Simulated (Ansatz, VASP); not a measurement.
# One calculation of ReBPt, two programs

```xyz
3
Lattice="3.7526 0.0000 0.0000 -1.8763 3.2498 0.0000 0.0000 0.0000 3.2351" Properties=species:S:1:pos:R:3 pbc="T T T"
Re    0.0000    0.0000    1.6175
B     0.0000    2.1665    1.6175
Pt    1.8763    1.0833    0.0000
```

Change from the starting cell: species swapped into the DyCuGe type (P-6m2, No. 187).

Alike in both runs: functional PBE; k mesh 12 × 12 × 14; occupations gaussian, width 0.1 eV; no spin polarisation.

Ansatz relaxed the structure, and its values are those at the end. VASP's run is a single point on that final structure, the one shown.

```csv
,VASP,Ansatz
version,VASP 6.6.1,Ansatz 0.2.0
potentials or method,"VASP PAW PBE potentials, release 64 (Re, B, Pt), cutoff 520 eV","scalar-relativistic, plane waves, PAW"
valence electrons in the cell,20,36
```

```csv
,VASP,Ansatz,Ansatz less VASP
gap on the k mesh at the Fermi level (eV),none,none,-
pressure (GPa),0.2,0.0,-0.19
```

A gap of «none» marks a metal or a gap that the smearing closes. VASP's potentials hold 20 valence electrons a cell and Ansatz's 36, so a difference there can come from the potentials and not from the codes.

Spin-orbit coupling is off throughout.
